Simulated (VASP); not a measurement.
# Na (C2/m) in VASP: further runs

The runs below take Na through single point, with PBE.

Everything below comes from runs of VASP 6.6.1. Logs are shortened: lines on timing, memory, paths and dates and some standing lists are left out, and cuts for length are marked.

### Step 1. The cell of the first run

The structure is monoclinic, space group C2/m (No. 12). The conventional cell has a = 6.393 Å, b = 3.713 Å, c = 9.614 Å, α = 90.00°, β = 103.07°, γ = 90.00°. Na (site symmetry 2/m) has 12 Na at 3.70 to 3.79 Å within 4.9 Å. Within 4.9 Å of Na (site symmetry m) lie 12 Na at 3.70 to 3.79 Å.

### Step 2. Single point, PBE

Contents of INCAR:

```
ALGO = Normal
EDIFF = 1E-6
ENCUT = 500
GGA = PE
GGA_COMPAT = False
ISIF = 2
ISMEAR = 0
LASPH = True
LCHARG = False
LREAL = False
LWAVE = False
NBANDS = 18
NELM = 120
PREC = Accurate
SIGMA = 0.1
```

Contents of KPOINTS:

```
k-points
0
Gamma
  4 4 2
```

Contents of POSCAR:

```
Na
1.0
    3.1966520447     -1.8565520294      0.0000000000
    3.1966520447      1.8565520294      0.0000000000
   -2.1744518352      0.0000000000      9.3648511597
Na
3
Direct
    0.2740000000      0.3490000000      0.4790000000
    0.4964150000      0.5714150000      1.1456760000
    1.0515850000      1.1265850000      0.8123240000
```

Potentials or basis: VASP PAW PBE potentials, release 64 (Na_pv).

Run with:

```sh
> cat potpaw_PBE.64/Na_pv/POTCAR > POTCAR
> mpirun -np 1 vasp_std > vasp.out
```

OUTCAR:

```text
EDIFF = 1E-6
   ENCUT = 500
   GGA = PE
   ISIF = 2
   ISMEAR = 0
   LASPH = True
   LREAL = False
   NELM = 120
   PREC = Accurate

 ion  position               nearest neighbor table
   1  0.274  0.349  0.479-
   2  0.496  0.571  0.146-
   3  0.052  0.127  0.812-

  LATTYP: Found a base centered monoclinic cell.
 ALAT       =     6.3933040894
 B/A-ratio  =     0.5807801423
 C/A-ratio  =     1.5037582021
 COS(beta)  =    -0.2261759492

  Lattice vectors:

 A1 = (   3.1966520447,  -1.8565520294,   0.0000000000)
 A2 = (   3.1966520447,   1.8565520294,   0.0000000000)
 A3 = (  -2.1744518352,   0.0000000000,   9.3648511597)

Analysis of symmetry for initial positions (statically):
=====================================================================
 Subroutine PRICEL returns:
 Original cell was already a primitive cell.

 Routine SETGRP: Setting up the symmetry group for a
 base centered monoclinic supercell.

 Subroutine GETGRP returns: Found  4 space group operations
 (whereof  1 operations were pure point group operations)
 out of a pool of  4 trial point group operations.

The static configuration has the point symmetry C_1 .
 The point group associated with its full space group is C_2h.

Analysis of symmetry for dynamics (positions and initial velocities):
=====================================================================
 Subroutine PRICEL returns:
 Original cell was already a primitive cell.

 Routine SETGRP: Setting up the symmetry group for a
 base centered monoclinic supercell.

 Subroutine GETGRP returns: Found  4 space group operations
 (whereof  1 operations were pure point group operations)
 out of a pool of  4 trial point group operations.

The dynamic configuration has the point symmetry C_1 .
 The point group associated with its full space group is C_2h.

 Subroutine INISYM returns: Found  4 space group operations
 (whereof  1 operations are pure point group operations),
 and found     1 'primitive' translations

----------------------------------------------------------------------------------------

                                     Primitive cell

  volume of cell :     111.1561

  direct lattice vectors                    reciprocal lattice vectors
[... 73 lines left out ...]
   LNONCOLLINEAR =      F non collinear calculations
   LSORBIT =      F    spin-orbit coupling
   LASPH  =      T    aspherical Exc in radial PAW
   ENCUT  =  500.0 eV  36.75 Ry    6.06 a.u.   6.74  6.74 17.53*2*pi/ulx,y,z
   NELM   =    120;   NELMIN=  2; NELMDL= -5     # of ELM steps
   EDIFF  = 0.1E-05   stopping-criterion for ELM
   LREAL  =      F    real-space projection
   EDIFFG = 0.1E-04   stopping-criterion for IOM
   NSW    =      0    number of steps for IOM
   IBRION =     -1    ionic relax: 0-MD 1-quasi-New 2-CG
   NFREE  =      0    steps in history (QN), initial steepest desc. (CG)
   ISIF   =      2    stress and relaxation
   ISYM   =      2    0-nonsym 1-usesym 2-fastsym
   POTIM  = 0.5000    time-step for ionic-motion
   TEBEG  =    0.0;   TEEND  =   0.0 temperature during run
   PSTRESS=    0.0 pullay stress
   NELECT =      21.0000    total number of electrons
   NUPDOWN=      -1.0000    fix difference up-down
   EMIN   =  10.00;   EMAX   =-10.00  energy-range for DOS
   EFERMI =   0.00;   METHOD = LEGACY
   ISMEAR =     0;   SIGMA  =   0.10  broadening in eV -4-tet -1-fermi 0-gaus
   EFERMI_NEDOS =   21; number of points for ismear=-14 and -15
   IALGO  =     38    algorithm
   IMIX   =      4    mixing-type and parameters
     AMIX     =   0.40;   BMIX     =  1.00
     AMIX_MAG =   1.60;   BMIX_MAG =  1.00
  volume/ion in A,a.u.               =      37.05       250.04
  Fermi-wavevector in a.u.,A,eV,Ry     =   0.939370  1.775152 12.006005  0.882416
  Thomas-Fermi vector in A             =   2.066676
   LORBIT       =      0    0 simple, 1 ext, 2 COOP (PROOUT), +10 PAW based schemes
   GGA     = PE    functional components
   LHFCALC =     F    Hartree Fock is set to
   AEXX    =    0.0000 exact exchange contribution
   IVDW    =     0    specifies the selected vdW correction
   LEPSILON=     F    determine dielectric tensor
   LRPA    =     F    only Hartree local field effects (RPA)
 non-spin polarized calculation
 Gauss-broadening in eV      SIGMA  =   0.10
  energy-cutoff  :      500.00
  volume of cell :      111.16
 maximum number of plane-waves:      2858
 NGX is ok and might be reduce to    28
   NGX = 13   NGY = 13   NGZ = 35

 number of electron      20.9999999 magnetization

 Free energy of the ion-electron system (eV)
  ---------------------------------------------------
  ext. energy  EPLUGINS =         0.00000000
  ---------------------------------------------------
  free energy    TOTEN  =        -3.85173773 eV

  energy without entropy =       -3.84676030  energy(sigma->0) =       -3.84924901

 E-fermi :   0.3408     XC(G=0):  -6.5031

 val. band max:        0.3265720286   @ k =   0.2500   0.2500   0.0000
 cond. band min:       0.6748788456   @ k =   0.5000   0.0000   0.0000
 fundamental gap:      0.3483068169
 Fermi energy:         0.3408337079

 k-point     1 :       0.0000    0.0000    0.0000
  band No.  band energies     occupation
      1     -24.5915      2.00000
      2     -24.5915      2.00000
      3     -24.5716      2.00000
      4     -24.5715      2.00000
      5     -24.5704      2.00000
      6     -24.5702      2.00000
[... 271 lines left out ...]
      5     -24.5793      2.00000
      6     -24.5784      2.00000
[... 10 lines left out ...]
     17       6.2750      0.00000
     18       7.4341      0.00000

------------------------ aborting loop because EDIFF is reached ----------------------------------------

  FORCE on cell =-STRESS in cart. coord.  units (eV):
  Direction    XX          YY          ZZ          XY          YZ          ZX
  --------------------------------------------------------------------------------------
  -------------------------------------------------------------------------------------
  Total       -0.1416854      0.4806135     -0.2229468      0.0000000      0.0000000      0.2485048
  in kB       -2.0422188      6.9274468     -3.2135016      0.0000000      0.0000000      3.5818881
  external PRESSURE =       0.5572421 kB  Pullay stress =       0.0000000 kB

 VOLUME and BASIS-vectors are now :
 -----------------------------------------------------------------------------
  energy-cutoff  :      500.00
  volume of cell :      111.16
      direct lattice vectors                 reciprocal lattice vectors
     3.196652045 -1.856552029  0.000000000     0.156413646 -0.269316449  0.036318136
     3.196652045  1.856552029  0.000000000     0.156413646  0.269316449  0.036318136
    -2.174451835  0.000000000  9.364851160     0.000000000  0.000000000  0.106782263

 POSITION                                       TOTAL-FORCE (eV/Angst)
 -----------------------------------------------------------------------------------
      0.94995      0.13924      4.48576         0.000000      0.000000      0.000000
      3.09672      0.13924      1.36423         0.002113     -0.000000      0.000409
     -1.19681      0.13924      7.60729        -0.002113     -0.000000     -0.000409
 -----------------------------------------------------------------------------------
    total drift:                                0.000045     -0.000008     -0.000010

  FREE ENERGIE OF THE ION-ELECTRON SYSTEM (eV)
  ---------------------------------------------------
  free  energy   TOTEN  =        -3.8517377253 eV

  energy  without entropy=       -3.8467602997  energy(sigma->0) =       -3.84924901
```

Wall time 6.7 s (1 thread of Intel Xeon 6975P-C (Granite Rapids), shared host); peak memory 0.21 GiB.

Results:

- Free energy: -3.8517 eV
- Pressure: 0.1 GPa

Forces on the atoms (eV/Å):
```
Na   0.000  0.000  0.000
Na   0.002  0.000  0.000
Na  -0.002  0.000  0.000
```

Caveat: the k points lie up to 0.49 Å⁻¹ apart.

### Step 3. Single point, PBE

This run uses another cell than the first one, of 42.61 Å³/atom, 1.150 times its volume.

Contents of INCAR:

```
SYSTEM = Na
PREC     = Accurate       ! precision mode
ENCUT    = 500            ! plane-wave cutoff, eV
EDIFF    = 1E-6           ! SCF threshold, eV
ISMEAR   = 1              ! smearing method
SIGMA    = 0.06802846561497 ! smearing width, eV
LREAL    = .FALSE.        ! projectors in reciprocal space
LASPH    = .TRUE.         ! aspherical terms in the spheres
NELM     = 120            ! most SCF steps
ALGO     = Normal         ! electronic algorithm
ISIF     = 2              ! what is computed and relaxed
LWAVE    = .FALSE.        ! write WAVECAR
LCHARG   = .FALSE.        ! write CHGCAR
GGA      = PE             ! functional
NBANDS   = 18             ! bands
GGA_COMPAT= .FALSE.
```

Contents of KPOINTS:

```
regular mesh
0
G
  4 4 2
  0 0 0
```

Contents of POSCAR:

```
Na
1.0
    3.3490989524     -1.9450901661      0.0000000000
    3.3490989524      1.9450901661      0.0000000000
   -2.2781504716      0.0000000000      9.8114567270
Na
3
Direct
    0.0000000000      0.0000000000      0.0000000000
    0.2224150000      0.2224150000      0.6666760000
    0.7775850000      0.7775850000      0.3333240000
```

Potentials or basis: VASP PAW PBE potentials, release 64 (Na_pv).

Run with:

```sh
> cat potpaw_PBE.64/Na_pv/POTCAR > POTCAR
> mpirun -np 1 vasp_std > vasp.out
```

Run time: 8.1 s. Hardware: 1 thread of Intel Xeon 6975P-C (Granite Rapids), shared host; peak memory 0.22 GiB.

The run converged. Its results:

| Item | Value |
| --- | --- |
| Free energy | -3.8076 eV |
| Pressure | -0.8 GPa |

Stress tensor (GPa, compression positive):
```
-1.03  0.00  0.23
 0.00 -0.16  0.00
 0.23  0.00 -1.13
```

Levels at points of the mesh, in eV from the Fermi level:
| k point | band 6 | band 7 | band 8 | band 9 | band 10 | band 11 | band 12 | band 13 | band 14 | band 15 |
| --- | --- | --- | --- | --- | --- | --- | --- | --- | --- | --- |
| (0.00, 0.00, 0.00) | -25.01 | -25.01 | -25.01 | -25.01 | -2.99 | -1.40 | -1.40 | 3.19 | 3.19 | 9.62 |
| (0.50, 0.00, 0.00) | -25.01 | -25.01 | -25.01 | -25.01 | 0.35 | 0.42 | 1.21 | 1.60 | 2.37 | 2.51 |
| (0.50, 0.50, 0.00) | -25.01 | -25.01 | -25.01 | -25.01 | 0.51 | 0.57 | 0.89 | 1.21 | 3.01 | 3.18 |
| (0.00, 0.00, 0.50) | -25.01 | -25.01 | -25.01 | -25.01 | -2.59 | -2.59 | 0.44 | 0.65 | 6.48 | 6.48 |
| (0.50, 0.00, 0.50) | -25.01 | -25.01 | -25.01 | -25.01 | 0.47 | 0.53 | 0.88 | 1.21 | 2.94 | 3.12 |
| (0.50, 0.50, 0.50) | -25.01 | -25.01 | -25.01 | -25.01 | 0.37 | 0.44 | 1.26 | 1.65 | 2.37 | 2.51 |

Caveat: the k points lie up to 0.47 Å⁻¹ apart.
